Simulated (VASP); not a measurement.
# Ba2BiSb2 (P1) in VASP: single point with r2SCAN

Aim: the single point of Ba2BiSb2 with r2SCAN.

All numbers are computed with VASP 6.6.1; they aren't measurements. Logs are shortened: lines on timing, memory, paths and dates and some standing lists are left out, and cuts for length are marked.

**1. The cell of the first run**

The typed cell holds 5 atoms: a = 6.860 Å, b = 4.829 Å, c = 6.753 Å, α = 67.05°, β = 110.62°, γ = 111.84°.

**2. Single point, r2SCAN**

Contents of POSCAR:

```
Ba2BiSb2
1.0
   -2.4828653100      3.9212495400      5.0519686700
    4.8281717200      0.0258436100     -0.0867999900
    2.5242339600      3.8267480900     -4.9585156700
Bi Ba Sb
1 2 2
Direct
    0.9946930000      0.0191220000      0.0055640000
    0.7021850000      0.2351400000      0.2757470000
    0.2850350000      0.8097440000      0.7152470000
    0.6722100000      0.4849880000      0.7238670000
    0.2922850000      0.5056890000      0.2849180000
```

Contents of INCAR.step1:

```
SYSTEM = Ba2BiSb2
ALGO     = Normal         ! electronic algorithm
EDIFF    = 1E-4           ! SCF threshold, eV
ENCUT    = 520            ! plane-wave cutoff, eV
GGA      = PE             ! functional
ISMEAR   = -5             ! smearing method
LASPH    = .True.         ! aspherical terms in the spheres
LCHARG   = .False.        ! write CHGCAR
LREAL    = .False.        ! projectors in reciprocal space
LWAVE    = .True.         ! write WAVECAR
NELM     = 100            ! most SCF steps
PREC     = Accurate       ! precision mode
SIGMA    = 0.1            ! smearing width, eV
```

Contents of INCAR.step2:

```
SYSTEM = Ba2BiSb2
ALGO     = Normal         ! electronic algorithm
EDIFF    = 1E-7           ! SCF threshold, eV
ENCUT    = 520            ! plane-wave cutoff, eV
ISIF     = 2              ! what is computed and relaxed
ISMEAR   = -1             ! smearing method
ISTART   = 1            
LASPH    = .True.         ! aspherical terms in the spheres
LCHARG   = .False.        ! write CHGCAR
LMIXTAU  = .True.       
LORBIT   = 10             ! projections on sites
LREAL    = .False.        ! projectors in reciprocal space
LWAVE    = .False.        ! write WAVECAR
METAGGA  = R2SCAN         ! meta-GGA
NELM     = 100            ! most SCF steps
PREC     = Accurate       ! precision mode
SIGMA    = 0.1            ! smearing width, eV
```

Contents of KPOINTS:

```
Automatic mesh
0
Gamma
  3 4 3
  0.5 0.5 0
```

Potentials or basis: VASP PAW PBE potentials, release 64 (Bi_d, Ba_sv, Sb).

On the command line:

```console
$ cat potpaw_PBE.64/Bi_d/POTCAR potpaw_PBE.64/Ba_sv/POTCAR potpaw_PBE.64/Sb/POTCAR > POTCAR
$ cp INCAR.step1 INCAR
$ mpirun -np 1 vasp_std > vasp.out
$ cp INCAR.step2 INCAR
$ mpirun -np 1 vasp_std > vasp.out
```

OUTCAR:

```text
SYSTEM = Ba2BiSb2
   EDIFF = 1E-7
   ENCUT = 520
   ISIF = 2
   ISMEAR = -1
   ISTART = 1
   LASPH = .True.
   LORBIT = 10
   LREAL = .False.
   METAGGA = R2SCAN
   NELM = 100
   PREC = Accurate

 ion  position               nearest neighbor table
   1  0.995  0.019  0.006-   5 3.23   4 3.31   5 3.36   4 3.43   2 3.64   3 3.69   2 3.75   3 3.82

   2  0.702  0.235  0.276-   4 3.39   5 3.54   5 3.59   1 3.64   4 3.70   5 3.75   1 3.75   4 3.76
                             3 4.25   3 4.51   3 4.56   3 4.69   3 4.72
   3  0.285  0.810  0.715-   4 3.36   5 3.48   4 3.53   5 3.53   1 3.69   5 3.75   1 3.82   4 3.92
                             2 4.25   2 4.51   2 4.56   2 4.69   2 4.72
   4  0.672  0.485  0.724-   5 3.18   1 3.31   3 3.36   2 3.39   1 3.43   3 3.53   2 3.70   2 3.76
                             3 3.92
   5  0.292  0.506  0.285-   4 3.18   1 3.23   1 3.36   3 3.48   3 3.53   2 3.54   2 3.59   2 3.75
                             3 3.75

  LATTYP: Found a triclinic cell.
 ALAT       =     6.7626109242
 B/A-ratio  =     1.1458106524
 C/A-ratio  =     0.7140764274
 COS(alpha) =     0.0104723458
 COS(beta)  =     0.3366703360
 COS(gamma) =     0.5943197840

  Lattice vectors:

 A1 = (  -2.3453064100,  -3.9470931500,  -4.9651686800)
 A2 = (  -0.0413686500,  -7.7479976300,  -0.0934530000)
 A3 = (  -4.8281717200,  -0.0258436100,   0.0867999900)

Analysis of symmetry for initial positions (statically):
=====================================================================
 Subroutine PRICEL returns:
 Original cell was already a primitive cell.

 Routine SETGRP: Setting up the symmetry group for a
 triclinic supercell.

 Subroutine GETGRP returns: Found  1 space group operations
 (whereof  1 operations were pure point group operations)
 out of a pool of  2 trial point group operations.

The static configuration has the point symmetry C_1 .

Analysis of symmetry for dynamics (positions and initial velocities):
=====================================================================
 Subroutine PRICEL returns:
 Original cell was already a primitive cell.

 Routine SETGRP: Setting up the symmetry group for a
 triclinic supercell.

 Subroutine GETGRP returns: Found  1 space group operations
 (whereof  1 operations were pure point group operations)
 out of a pool of  2 trial point group operations.

The dynamic configuration has the point symmetry C_1 .

 Subroutine INISYM returns: Found  1 space group operations
 (whereof  1 operations are pure point group operations),
 and found     1 'primitive' translations

----------------------------------------------------------------------------------------

                                     Primitive cell

  volume of cell :     185.5228

  direct lattice vectors                    reciprocal lattice vectors
    -2.482865310  3.921249540  5.051968670     0.001099680  0.127862764  0.099238254
     4.828171720  0.025843610 -0.086799990     0.209010337 -0.002377197  0.104566384
     2.524233960  3.826748090 -4.958515670    -0.002538370  0.130314204 -0.102395121

  length of vectors
     6.860262790  4.829021049  6.752972359     0.161858972  0.233720133  0.165749798

  position of ions in fractional coordinates (direct lattice)
     0.994693000  0.019122000  0.005564000
     0.702185000  0.235140000  0.275747000
     0.285035000  0.809744000  0.715247000
     0.672210000  0.484988000  0.723867000
     0.292285000  0.505689000  0.284918000

  ion indices of the primitive-cell ions
   primitive index   ion index
                 1           1
                 2           2
                 3           3
                 4           4
                 5           5

----------------------------------------------------------------------------------------

 KPOINTS: Automatic mesh

Automatic generation of k-mesh.
 Grid dimensions read from file:
 generate k-points for:    3    4    3

 Generating k-lattice:

  Cartesian coordinates                     Fractional coordinates (reciprocal lattice)
     0.000366560  0.042620921  0.033079418     0.333333333  0.000000000  0.000000000
     0.052252584 -0.000594299  0.026141596    -0.000000000  0.250000000 -0.000000000
    -0.000846123  0.043438068 -0.034131707     0.000000000  0.000000000  0.333333333

  Length of vectors
     0.053952991  0.058430033  0.055249933

  Shift w.r.t. Gamma in fractional coordinates (k-lattice)
     0.500000000  0.500000000  0.000000000

 Subroutine IBZKPT returns following result:
 ===========================================

 Found     18 irreducible k-points:

 Following reciprocal coordinates:
            Coordinates               Weight
  0.166667  0.125000  0.000000      2.000000
  0.500000  0.125000  0.000000      2.000000
 -0.166667  0.125000 -0.000000      2.000000
  0.166667  0.375000  0.000000      2.000000
  0.500000  0.375000 -0.000000      2.000000
 -0.166667  0.375000 -0.000000      2.000000
[... 10 lines left out ...]
  0.500000 -0.125000  0.333333      2.000000
 -0.166667 -0.125000  0.333333      2.000000
   k-points           NKPTS =     18   k-points in BZ     NKDIM =     18   number of bands    NBANDS=     27
   number of dos      NEDOS =    301   number of ions     NIONS =      5
   total plane-waves  NPLWV =  97200
   dimension x,y,z NGX =    54 NGY =   36 NGZ =   50
   dimension x,y,z NGXF=   108 NGYF=   72 NGZF=  100
   ions per type =               1   2   2
   NGX,Y,Z   is equivalent  to a cutoff of  13.09, 12.39, 12.31 a.u.
   NGXF,Y,Z  is equivalent  to a cutoff of  26.17, 24.79, 24.62 a.u.
 SYSTEM =  Ba2BiSb2
   PREC   = accura    normal or accurate (medium, high low for compatibility)
   ISTART =      1    job   : 0-new  1-cont  2-samecut
   ICHARG =      0    charge: 1-file 2-atom 10-const
   ISPIN  =      1    spin polarized calculation?
   LNONCOLLINEAR =      F non collinear calculations
   LSORBIT =      F    spin-orbit coupling
   LASPH  =      T    aspherical Exc in radial PAW
   ENCUT  =  520.0 eV  38.22 Ry    6.18 a.u.  12.76  8.98 12.56*2*pi/ulx,y,z
   NELM   =    100;   NELMIN=  2; NELMDL=  0     # of ELM steps
   EDIFF  = 0.1E-06   stopping-criterion for ELM
   LREAL  =      F    real-space projection
   EDIFFG = 0.1E-05   stopping-criterion for IOM
   NSW    =      0    number of steps for IOM
   IBRION =     -1    ionic relax: 0-MD 1-quasi-New 2-CG
   NFREE  =      0    steps in history (QN), initial steepest desc. (CG)
   ISIF   =      2    stress and relaxation
   ISYM   =      2    0-nonsym 1-usesym 2-fastsym
   POTIM  = 0.5000    time-step for ionic-motion
   TEBEG  =    0.0;   TEEND  =   0.0 temperature during run
   PSTRESS=    0.0 pullay stress
   NELECT =      45.0000    total number of electrons
   NUPDOWN=      -1.0000    fix difference up-down
   EMIN   =  10.00;   EMAX   =-10.00  energy-range for DOS
   EFERMI =   0.00;   METHOD = LEGACY
   ISMEAR =    -1;   SIGMA  =   0.10  broadening in eV -4-tet -1-fermi 0-gaus
   EFERMI_NEDOS =   21; number of points for ismear=-14 and -15
   IALGO  =     38    algorithm
   IMIX   =      4    mixing-type and parameters
     AMIX     =   0.40;   BMIX     =  1.00
     AMIX_MAG =   1.60;   BMIX_MAG =  1.00
  volume/ion in A,a.u.               =      37.10       250.39
  Fermi-wavevector in a.u.,A,eV,Ry     =   1.020971  1.929355 14.182453  1.042381
  Thomas-Fermi vector in A             =   2.154569
   LORBIT       =     10    0 simple, 1 ext, 2 COOP (PROOUT), +10 PAW based schemes
   METAGGA = R2SCAN    functional components
   LHFCALC =     F    Hartree Fock is set to
   AEXX    =    0.0000 exact exchange contribution
   IVDW    =     0    specifies the selected vdW correction
   LEPSILON=     F    determine dielectric tensor
   LRPA    =     F    only Hartree local field effects (RPA)
 non-spin polarized calculation
  energy-cutoff  :      520.00
  volume of cell :      185.52
 maximum number of plane-waves:      5007
 NGX is ok and might be reduce to    54

 number of electron      45.0000000 magnetization

 Free energy of the ion-electron system (eV)
  ---------------------------------------------------
  ext. energy  EPLUGINS =         0.00000000
  ---------------------------------------------------
  free energy    TOTEN  =      -167.42097977 eV

  energy without entropy =     -167.32227895  energy(sigma->0) =     -167.37162936

 E-fermi :   4.6314     XC(G=0):  -9.4905

 val. band max:        4.6117320690   @ k =  -0.1667   0.1250   0.3333
 cond. band min:       4.6421238266   @ k =  -0.1667   0.3750   0.3333
 fundamental gap:      0.0303917576
 Fermi energy:         4.6313590281

 k-point     1 :       0.1667    0.1250    0.0000
  band No.  band energies     occupation
      1     -24.4045      2.00000
      2     -24.3503      2.00000
      3     -18.6752      2.00000
      4     -18.6729      2.00000
      5     -18.5095      2.00000
      6     -18.5030      2.00000
[... 19 lines left out ...]
     26       6.6697      0.00000
     27       7.3254      0.00000

 k-point     2 :       0.5000    0.1250    0.0000
  band No.  band energies     occupation
      1     -24.4019      2.00000
      2     -24.3527      2.00000
      3     -18.6751      2.00000
      4     -18.6729      2.00000
      5     -18.5095      2.00000
      6     -18.5029      2.00000
[... 19 lines left out ...]
     26       6.4207      0.00000
     27       7.0205      0.00000

 k-point     3 :      -0.1667    0.1250   -0.0000
  band No.  band energies     occupation
      1     -24.4052      2.00000
      2     -24.3496      2.00000
      3     -18.6753      2.00000
      4     -18.6729      2.00000
      5     -18.5096      2.00000
      6     -18.5030      2.00000
[... 19 lines left out ...]
     26       6.9678      0.00000
     27       7.5739      0.00000

 k-point     4 :       0.1667    0.3750    0.0000
  band No.  band energies     occupation
      1     -24.3971      2.00000
      2     -24.3487      2.00000
      3     -18.6755      2.00000
      4     -18.6724      2.00000
      5     -18.5098      2.00000
      6     -18.5029      2.00000
[... 19 lines left out ...]
     26       7.2389      0.00000
     27       7.8014      0.00000
[... 336 lines left out ...]
      4     -18.6729      2.00000
      5     -18.5096      2.00000
      6     -18.5028      2.00000
[... 19 lines left out ...]
     26       6.6373      0.00000
     27       7.3043      0.00000

 k-point    17 :       0.5000   -0.1250    0.3333
  band No.  band energies     occupation
      1     -24.3999      2.00000
      2     -24.3544      2.00000
      3     -18.6750      2.00000
      4     -18.6729      2.00000
      5     -18.5095      2.00000
      6     -18.5028      2.00000
[... 19 lines left out ...]
     26       6.4373      0.00000
     27       6.9386      0.00000

 k-point    18 :      -0.1667   -0.1250    0.3333
  band No.  band energies     occupation
      1     -24.4010      2.00000
      2     -24.3534      2.00000
      3     -18.6751      2.00000
      4     -18.6729      2.00000
      5     -18.5095      2.00000
      6     -18.5029      2.00000
[... 19 lines left out ...]
     26       6.8464      0.00000
     27       7.3492      0.00000

------------------------ aborting loop because EDIFF is reached ----------------------------------------

  FORCE on cell =-STRESS in cart. coord.  units (eV):
  Direction    XX          YY          ZZ          XY          YZ          ZX
  --------------------------------------------------------------------------------------
  -------------------------------------------------------------------------------------
  Total        0.7796215      0.5573957      2.5123956     -0.0225380     -0.5777727      1.2037426
  in kB        6.7328202      4.8136757     21.6970777     -0.1946384     -4.9896514     10.3955352
  external PRESSURE =      11.0811912 kB  Pullay stress =       0.0000000 kB

 VOLUME and BASIS-vectors are now :
 -----------------------------------------------------------------------------
  energy-cutoff  :      520.00
  volume of cell :      185.52
      direct lattice vectors                 reciprocal lattice vectors
    -2.482865310  3.921249540  5.051968670     0.001099680  0.127862764  0.099238254
     4.828171720  0.025843610 -0.086799990     0.209010337 -0.002377197  0.104566384
     2.524233960  3.826748090 -4.958515670    -0.002538370  0.130314204 -0.102395121

 POSITION                                       TOTAL-FORCE (eV/Angst)
 -----------------------------------------------------------------------------------
     -2.36332      3.92223      4.99591        -0.070739     -0.114108      0.051089
      0.08792      3.81473      2.15971        -0.082952      0.495767     -0.189068
      5.00733      3.87569     -2.17686        -0.318161     -0.437425     -0.575208
      2.49981      5.41849     -0.23542         0.238819     -0.012768      0.897275
      2.43505      2.24950      0.01995         0.233033      0.068533     -0.184088
 -----------------------------------------------------------------------------------
    total drift:                               -0.000202     -0.000286     -0.000527

  FREE ENERGIE OF THE ION-ELECTRON SYSTEM (eV)
  ---------------------------------------------------
  free  energy   TOTEN  =      -167.4209797715 eV

  energy  without entropy=     -167.3222789470  energy(sigma->0) =     -167.37162936

 total charge

# of ion       s       p       d       tot
------------------------------------------
    1        1.488   1.385   9.892  12.766
    2        2.020   5.609   0.305   7.934
    3        2.020   5.608   0.316   7.945
    4        1.142   1.303   0.014   2.459
    5        1.142   1.296   0.015   2.454
--------------------------------------------------
tot          7.812  15.203  10.543  33.558
```

Run time: 4.6 min. Hardware: 1 thread of AMD EPYC 9R45 (Zen 5), shared host; peak memory 0.34 GiB.

Results:

| Property | Result |
| --- | --- |
| Free energy | -167.4210 eV |
| Pressure | 1.1 GPa |
| Largest force | 0.929 eV/Å |
| Band gap on the k mesh | zero (an odd number of electrons rules out a gap without spin polarisation) |
| Valence electrons inside the program's atomic spheres | Bi 12.77; Ba 7.93, 7.95; Sb 2.46, 2.45 |

Forces on the atoms (eV/Å):
```
Bi  -0.071 -0.114  0.051
Ba  -0.083  0.496 -0.189
Ba  -0.318 -0.437 -0.575
Sb   0.239 -0.013  0.897
Sb   0.233  0.069 -0.184
```

Caveat: the k points lie up to 0.37 Å⁻¹ apart, too coarse for converged energies and pressures of a metal; the PAW data sets were made with another functional, which shifts forces and pressure a little; spin-orbit coupling is left out, which moves the levels of the heavy elements.
